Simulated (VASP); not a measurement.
Al:

```
Al
1.0
     0.00000    2.02481    2.02481
     2.02481    0.00000    2.02481
     2.02481    2.02481    0.00000
Al
1
Direct
  0.00000 0.00000 0.00000
```

Base run:

| Item | Value |
| --- | --- |
| Program | VASP 6.6.1 |
| Functional | PBEsol |
| Potentials or basis | VASP PAW PBE potentials, release 64 (Al) |
| Cutoff | 500 eV |
| k mesh | 10 × 10 × 10 |
| Occupations | fermi-dirac, width 0.1 eV |
| Spin | no spin polarisation |

Its results: pressure -1.9 GPa.

Task: The run is repeated on the same cell with these changes: functional from PBEsol to PBE. What comes out?

Result: Pressure -0.5 GPa.

PBE binds less tightly than PBEsol, so the same cell stands under more pressure.

Caveats: the PAW data sets were made with another functional, which shifts forces and pressure a little (some runs).
